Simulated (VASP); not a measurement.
# LiGeH3 (P4mm) in VASP: a series of runs, part 2 of 3

VASP 6.6.1. Earlier steps stand in the parts before.

## 3. Single point, PBE

This run uses another cell than the first one, of 16.42 Å³/atom, 1.533 times its volume.

File INCAR:

```
SYSTEM = LiGeH3
PREC = Accurate
ENCUT = 520
EDIFF = 1E-6
ISMEAR = 0
SIGMA = 0.1
LREAL = .FALSE.
LASPH = .TRUE.
NELM = 80
ALGO = Normal
ISIF = 2
LWAVE = .FALSE.
LCHARG = .FALSE.
GGA = PE
NBANDS = 18
```

File KPOINTS:

```
Automatic mesh
0
G
  6 6 4
  0 0 0
```

File POSCAR:

```
LiGeH3
1.0
    3.9690647592      0.0000000000      0.0000000000
    0.0000000000      3.9690647592      0.0000000000
    0.0000000000      0.0000000000      5.2127366085
Li Ge H
1 1 3
Direct
    0.5000000000      0.5000000000      0.3597855861
    0.0000000000      0.0000000000      1.2159394610
    0.5000000000      0.0000000000      0.2526425870
    0.0000000000      0.5000000000      0.2526425870
    0.0000000000      0.0000000000      0.5271897888
```

Potentials or basis: VASP PAW PBE potentials, release 64 (Li_sv, Ge_d, H).

The run is started by

```console
$ cat potpaw_PBE.64/Li_sv/POTCAR potpaw_PBE.64/Ge_d/POTCAR potpaw_PBE.64/H/POTCAR > POTCAR
$ mpirun -np 1 vasp_std > vasp.out
```

OUTCAR:

```text
SYSTEM = LiGeH3
   PREC = Accurate
   ENCUT = 520
   EDIFF = 1E-6
   ISMEAR = 0
   LREAL = .FALSE.
   LASPH = .TRUE.
   NELM = 80
   ISIF = 2
   GGA = PE

 ion  position               nearest neighbor table
   1  0.500  0.500  0.360-
   2  0.000  0.000  0.216-   5 1.62
   3  0.500  0.000  0.253-
   4  0.000  0.500  0.253-
   5  0.000  0.000  0.527-   2 1.62

  LATTYP: Found a simple tetragonal cell.
 ALAT       =     3.9690647592
 C/A-ratio  =     1.3133412843

  Lattice vectors:

 A1 = (   3.9690647592,   0.0000000000,   0.0000000000)
 A2 = (   0.0000000000,   3.9690647592,   0.0000000000)
 A3 = (   0.0000000000,   0.0000000000,   5.2127366085)

Analysis of symmetry for initial positions (statically):
=====================================================================
 Subroutine PRICEL returns:
 Original cell was already a primitive cell.

 Routine SETGRP: Setting up the symmetry group for a
 simple tetragonal supercell.

 Subroutine GETGRP returns: Found  8 space group operations
 (whereof  8 operations were pure point group operations)
 out of a pool of 16 trial point group operations.

The static configuration has the point symmetry C_4v.

Analysis of symmetry for dynamics (positions and initial velocities):
=====================================================================
 Subroutine PRICEL returns:
 Original cell was already a primitive cell.

 Routine SETGRP: Setting up the symmetry group for a
 simple tetragonal supercell.

 Subroutine GETGRP returns: Found  8 space group operations
 (whereof  8 operations were pure point group operations)
 out of a pool of 16 trial point group operations.

The dynamic configuration has the point symmetry C_4v.

[... 116 lines left out ...]
   NUPDOWN=      -1.0000    fix difference up-down
   EMIN   =  10.00;   EMAX   =-10.00  energy-range for DOS
   EFERMI =   0.00;   METHOD = LEGACY
   ISMEAR =     0;   SIGMA  =   0.10  broadening in eV -4-tet -1-fermi 0-gaus
   EFERMI_NEDOS =   21; number of points for ismear=-14 and -15
   IALGO  =     38    algorithm
   IMIX   =      4    mixing-type and parameters
     AMIX     =   0.40;   BMIX     =  1.00
     AMIX_MAG =   1.60;   BMIX_MAG =  1.00
  volume/ion in A,a.u.               =      16.42       110.83
  Fermi-wavevector in a.u.,A,eV,Ry     =   1.022361  1.931981 14.221098  1.045221
  Thomas-Fermi vector in A             =   2.156036
   LORBIT       =      0    0 simple, 1 ext, 2 COOP (PROOUT), +10 PAW based schemes
   GGA     = PE    functional components
   LHFCALC =     F    Hartree Fock is set to
   AEXX    =    0.0000 exact exchange contribution
   IVDW    =     0    specifies the selected vdW correction
   LEPSILON=     F    determine dielectric tensor
   LRPA    =     F    only Hartree local field effects (RPA)
 non-spin polarized calculation
 Gauss-broadening in eV      SIGMA  =   0.10
  energy-cutoff  :      520.00
  volume of cell :       82.12
 maximum number of plane-waves:      2244
 NGX is ok and might be reduce to    30
   NGX = 15   NGY = 15   NGZ = 19

 number of electron      19.9999988 magnetization

 Free energy of the ion-electron system (eV)
  ---------------------------------------------------
  ext. energy  EPLUGINS =         0.00000000
  ---------------------------------------------------
  free energy    TOTEN  =       -15.73864680 eV

  energy without entropy =      -15.73540372  energy(sigma->0) =      -15.73702526

 E-fermi :   0.7519     XC(G=0):  -6.6353

 val. band max:        0.7193181912   @ k =   0.0000   0.0000   0.0000
 cond. band min:       0.7542634667   @ k =   0.0000   0.0000   0.2500
 fundamental gap:      0.0349452755
 Fermi energy:         0.7518717281

 k-point     1 :       0.0000    0.0000    0.0000
  band No.  band energies     occupation
      1     -47.0241      2.00000
      2     -23.9394      2.00000
      3     -23.9243      2.00000
      4     -23.8228      2.00000
      5     -23.8132      2.00000
      6     -23.8132      2.00000
[... 481 lines left out ...]
      5     -23.8151      2.00000
      6     -23.8131      2.00000
[... 10 lines left out ...]
     17       9.8408      0.00000
     18      10.0736      0.00000

 [... further k-points ...]
[... 5 lines left out ...]
  --------------------------------------------------------------------------------------
  -------------------------------------------------------------------------------------
  Total       -0.0690905     -0.0690905     -0.0277646      0.0000000      0.0000000      0.0000000
  in kB       -1.3479900     -1.3479900     -0.5417019      0.0000000      0.0000000      0.0000000
  external PRESSURE =      -1.0792273 kB  Pullay stress =       0.0000000 kB

 VOLUME and BASIS-vectors are now :
 -----------------------------------------------------------------------------
  energy-cutoff  :      520.00
  volume of cell :       82.12
      direct lattice vectors                 reciprocal lattice vectors
     3.969064759  0.000000000  0.000000000     0.251948522  0.000000000  0.000000000
     0.000000000  3.969064759  0.000000000     0.000000000  0.251948522  0.000000000
     0.000000000  0.000000000  5.212736609     0.000000000  0.000000000  0.191837815

 POSITION                                       TOTAL-FORCE (eV/Angst)
 -----------------------------------------------------------------------------------
      1.98453      1.98453      1.87547        -0.000000      0.000000     -0.001141
      0.00000      0.00000      1.12564         0.000000     -0.000000      0.011536
      1.98453      0.00000      1.31696         0.000000      0.000000      0.000857
      0.00000      1.98453      1.31696         0.000000      0.000000      0.000857
      0.00000      0.00000      2.74810         0.000000      0.000000     -0.012109
 -----------------------------------------------------------------------------------
    total drift:                                0.000000      0.000000     -0.002602

  FREE ENERGIE OF THE ION-ELECTRON SYSTEM (eV)
  ---------------------------------------------------
  free  energy   TOTEN  =       -15.7386467951 eV

  energy  without entropy=      -15.7354037178  energy(sigma->0) =      -15.73702526
```

OSZICAR:

```text
N       E                     dE             d eps       ncg     rms          rms(c)
DAV:   1     0.120533302897E+03    0.12053E+03   -0.99128E+03  1158   0.172E+03
DAV:   2     0.311189736878E+01   -0.11742E+03   -0.11295E+03  1168   0.462E+02
DAV:   3    -0.141857899685E+02   -0.17298E+02   -0.17202E+02  1346   0.106E+02
DAV:   4    -0.165712760231E+02   -0.23855E+01   -0.23785E+01  1944   0.281E+01
DAV:   5    -0.166021743994E+02   -0.30898E-01   -0.30868E-01  1326   0.357E+00    0.495E+00
DAV:   6    -0.159598601781E+02    0.64231E+00   -0.41155E-01  1314   0.375E+00    0.257E+00
DAV:   7    -0.157165282020E+02    0.24333E+00   -0.60309E-01  1240   0.333E+00    0.531E-01
DAV:   8    -0.157315890639E+02   -0.15061E-01   -0.84101E-02  1438   0.190E+00    0.223E-01
DAV:   9    -0.157360516817E+02   -0.44626E-02   -0.10816E-02  1188   0.726E-01    0.131E-01
DAV:  10    -0.157383750391E+02   -0.23234E-02   -0.24283E-03  1156   0.315E-01    0.393E-02
DAV:  11    -0.157385889796E+02   -0.21394E-03   -0.36103E-04  1334   0.198E-01    0.200E-02
DAV:  12    -0.157386369794E+02   -0.48000E-04   -0.57375E-05  1174   0.493E-02    0.598E-03
DAV:  13    -0.157386454723E+02   -0.84930E-05   -0.91995E-06  1226   0.285E-02    0.377E-03
DAV:  14    -0.157386466198E+02   -0.11475E-05   -0.11530E-06  1060   0.969E-03    0.863E-04
DAV:  15    -0.157386467951E+02   -0.17529E-06   -0.25198E-07  1092   0.389E-03
   1 F= -.15738647E+02 E0= -.15737025E+02  d E =-.324308E-02
```

It took 34 s on 1 thread of Intel Xeon Platinum 8488C (Sapphire Rapids), shared host; peak memory 0.2 GiB.

Results:

- Free energy: -15.7386 eV
- Largest force: 0.012 eV/Å
- Band gap on the k mesh: zero (band 10 reaches 0.79 eV, above the bottom of band 11 at 0.72 eV)

Forces on the atoms (eV/Å):
```
Li   0.000  0.000 -0.001
Ge   0.000  0.000  0.012
H    0.000  0.000  0.001
H    0.000  0.000  0.001
H    0.000  0.000 -0.012
```

Caveat: the cutoff is under 1.25 times the usual one of these potentials, so pressure, stress and relaxed cells hold a basis-set (Pulay) error.

## 4. Relaxation of cell and atoms, PBE

File INCAR:

```
ALGO     = Normal         # electronic algorithm
EDIFF    = 1E-6           # SCF threshold, eV
EDIFFG   = -0.04          # ionic threshold
ENCUT    = 600            # plane-wave cutoff, eV
GGA      = PE             # functional
IBRION   = 2              # ionic algorithm
ISIF     = 3              # what is computed and relaxed
ISMEAR   = 0              # smearing method
LASPH    = T              # aspherical terms in the spheres
LCHARG   = F              # write CHGCAR
LREAL    = F              # projectors in reciprocal space
LWAVE    = F              # write WAVECAR
NELM     = 60             # most SCF steps
NSW      = 90             # ionic steps
PREC     = Accurate       # precision mode
SIGMA    = 0.1            # smearing width, eV
```

File KPOINTS:

```
k-points
0
Gamma
  6 6 4
```

File POSCAR:

```
LiGeH3
1.0
    3.4270927100      0.0000000000      0.0000000000
    0.0000000000      3.4270927100      0.0000000000
    0.0000000000      0.0000000000      4.5600676300
Li Ge H
1 1 3
Direct
    0.5000000000      0.5000000000      0.6995421100
    0.0000000000      0.0000000000      0.9686971300
    0.5000000000      0.0000000000      0.1954655900
    0.0000000000      0.5000000000      0.1954655900
    0.0000000000      0.0000000000      0.5490295900
```

The run is started by

```console
$ cat potpaw_PBE.64/Li_sv/POTCAR potpaw_PBE.64/Ge_d/POTCAR potpaw_PBE.64/H/POTCAR > POTCAR
$ mpirun -np 1 vasp_std > vasp.out
```

Wall time 7.7 min (1 thread of Intel Xeon Platinum 8488C (Sapphire Rapids), shared host); peak memory 0.2 GiB.

It converged, with:

- Free energy: -15.7022 eV
- Relaxed volume: 15.97 Å³/atom
- Relaxed cell: a = 3.983 Å, b = 3.983 Å, c = 5.034 Å, α = 90.00°, β = 90.00°, γ = 90.00°
- Space group after relaxing (to 0.05 Å): P4mm (No. 99)
- Energy gained by relaxing: 363.6 meV/atom
- Ionic steps: 43
- Pressure after relaxing: 0.0 GPa
- Largest force after relaxing: 0.032 eV/Å
- Band gap on the k mesh: zero (band 10 reaches 0.69 eV, above the bottom of band 11 at 0.60 eV)

Forces in eV/Å, atoms in the order of the input:
```
Li   0.000  0.000 -0.027
Ge   0.000  0.000  0.032
H    0.000  0.000  0.006
H    0.000  0.000  0.006
H    0.000  0.000 -0.017
```

Stress tensor (GPa, compression positive):
```
 0.09  0.00  0.00
 0.00  0.09  0.00
 0.00  0.00 -0.31
```

Step by step:
| step | energy change (eV) | largest force (eV/Å) | pressure (GPa) | volume (Å³) |
| --- | --- | --- | --- | --- |
| 1 | 0.0000 | 2.7899 | -0.72 | 53.56 |
| 3 | -1.2039 | 0.9855 | 3.53 | 51.62 |
| 5 | -1.4152 | 0.1195 | 2.28 | 56.04 |
| 7 | -1.4349 | 0.2473 | 0.52 | 59.02 |
| 9 | -1.4419 | 0.2203 | -0.23 | 59.59 |
| 11 | -1.4478 | 0.0937 | -0.08 | 59.98 |
| 13 | -1.4487 | 0.1097 | 0.07 | 60.18 |
| 15 | -1.4520 | 0.0785 | -0.28 | 60.69 |
| 17 | -1.4571 | 0.1615 | 0.39 | 60.31 |
| 19 | -1.4607 | 0.1246 | 0.35 | 60.39 |
| 21 | -1.4668 | 0.1648 | 0.16 | 60.67 |
| 23 | -1.5202 | 0.3052 | -0.02 | 62.23 |
| 25 | -1.6982 | 0.4136 | 3.21 | 68.35 |
| 27 | -1.7161 | 0.4235 | 2.20 | 67.20 |
| 29 | -1.7317 | 0.2619 | 2.70 | 69.09 |
| 31 | -1.7324 | 0.2349 | 2.93 | 70.37 |
| 33 | -1.7734 | 0.2023 | 2.06 | 73.16 |
| 35 | -1.8123 | 0.1910 | 0.17 | 79.59 |
| 37 | -1.8135 | 0.0825 | -0.06 | 80.06 |
| 39 | -1.8150 | 0.1075 | -0.10 | 80.06 |
| 41 | -1.8158 | 0.1846 | 0.29 | 79.49 |
| 43 | -1.8179 | 0.0319 | -0.04 | 79.85 |

Final structure:
```
Li Ge H
1.0
     3.98272    0.00000    0.00000
     0.00000    3.98272    0.00000
     0.00000    0.00000    5.03394
Li Ge H
1 1 3
Direct
  0.50000 0.50000 0.01349
  0.00000 0.00000 0.06655
  0.50000 0.00000 0.07298
  0.00000 0.50000 0.07298
  0.00000 0.00000 0.38220
```

Levels at points of the mesh, in eV from the Fermi level:
| k point | band 8 | band 9 | band 10 | band 11 | band 12 | band 13 |
| --- | --- | --- | --- | --- | --- | --- |
| (0.00, 0.00, 0.00) | -3.57 | -2.55 | -0.04 | -0.04 | 0.47 | 1.84 |
| (0.50, 0.00, 0.00) | -6.15 | -3.30 | -0.10 | 1.00 | 3.01 | 3.79 |
| (0.50, 0.50, 0.00) | -6.08 | -6.08 | -2.10 | 2.08 | 3.99 | 6.04 |
| (0.00, 0.00, 0.50) | -4.43 | -2.53 | 0.04 | 0.04 | 0.59 | 4.17 |
| (0.50, 0.00, 0.50) | -6.09 | -3.94 | -0.32 | 1.07 | 1.87 | 4.86 |
| (0.50, 0.50, 0.50) | -6.04 | -6.04 | -2.94 | 2.55 | 4.02 | 4.02 |

Caveat: the cutoff is under 1.25 times the usual one of these potentials, so pressure, stress and relaxed cells hold a basis-set (Pulay) error; the volume moved by over 15 % at a fixed basis, so the end points are rough.

[end of part 2 of 3]
